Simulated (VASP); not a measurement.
GaGe: single point with PBE

GaGe:

```
CELL_PARAMETERS angstrom
0.00000 2.89784 2.89784
2.89784 0.00000 2.89784
2.89784 2.89784 0.00000
ATOMIC_POSITIONS crystal
Ga 0.75000 0.75000 0.75000
Ge 0.00000 0.00000 0.00000
```

```yaml
Program: VASP 6.6.1
Task: single point
Functional: PBE
Potentials_or_basis: VASP PAW PBE potentials, release 64 (Ga_d, Ge_d)
Cutoff: 520 eV
k_mesh: 2 × 2 × 2, shifted
Occupations: methfessel-paxton, width 0.1 eV
Spin: no spin polarisation
Dipole_correction: no
Further_INCAR_settings: ALGO = Normal; EDIFF = 1e-06; NBANDS = 20; ISYM = 0
```

```json
{
 "Pressure": "-0.3 GPa"
}
```

Levels at points of the mesh, in eV from the Fermi level:
| k point | band 12 | band 13 | band 14 | band 15 | band 16 | band 17 |
| --- | --- | --- | --- | --- | --- | --- |
| (-0.21, 0.10, 0.22) | -3.57 | -1.03 | 0.45 | 4.39 | 5.22 | 6.54 |

Run time: 4 min on 1 thread of Intel Xeon 8259CL, with other jobs on the host, peak memory 0.31 GiB.

Caveat: the k points lie up to 0.94 Å⁻¹ apart.
